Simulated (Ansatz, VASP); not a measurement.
Si3Bi in VASP and in Ansatz

```
Si Bi
1.0
    -2.77030    2.77030    2.77030
     2.77030   -2.77030    2.77030
     2.77030    2.77030   -2.77030
Si Bi
3 1
Direct
  0.00000 0.50000 0.50000
  0.50000 0.00000 0.50000
  0.50000 0.50000 0.00000
  0.00000 0.00000 0.00000
```

Alike in both runs: functional PBE; k mesh 4 × 4 × 4; occupations gaussian, width 0.1 eV; no spin polarisation.

Ansatz relaxed the structure, and its values are those at the end. VASP's run is a single point on that final structure, the one shown.

|  | VASP | Ansatz |
| --- | --- | --- |
| version | VASP 6.6.1 | Ansatz 0.2.0 |
| potentials or method | VASP PAW PBE potentials, release 64 (Si, Bi_d), cutoff 520 eV | scalar-relativistic, plane waves, PAW |
| valence electrons in the cell | 27 | 27 |

Ansatz gave:

* gap on the k mesh at the Fermi level (eV): none
* pressure (GPa): 0.1

**Question.** Estimate VASP's values.

**Answer.** gap on the k mesh at the Fermi level (eV): none; pressure (GPa): 0.0.

A gap of «none» marks a metal or a gap that the smearing closes.

The k mesh is coarse, so the values compare programs but aren't converged. Spin-orbit coupling is off throughout.
